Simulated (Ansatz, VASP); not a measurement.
C: VASP beside Ansatz

```
C
1.0
     0.00000    1.86955    1.82506
     1.86955    0.00000    1.82506
     1.86955    1.86955    0.00000
C
2
Direct
  0.50000 0.50000 0.50000
  0.75000 0.75000 0.75000
```

Alike in both runs: task single point; functional PBE; k mesh 12 × 12 × 12; occupations gaussian, width 0.05 eV; no spin polarisation.

|  | VASP | Ansatz |
| --- | --- | --- |
| version | VASP 6.6.1 | Ansatz 0.2.0 |
| potentials or method | VASP PAW PBE potentials, release 64 (C), cutoff 520 eV | scalar-relativistic, plane waves, PAW |
| valence electrons in the cell | 8 | 8 |

```csv
,VASP,Ansatz,Ansatz less VASP
gap on the k mesh at the Fermi level (eV),3.34,3.34,+0.007
least direct gap on the mesh (eV),4.87,4.87,+0.003
```
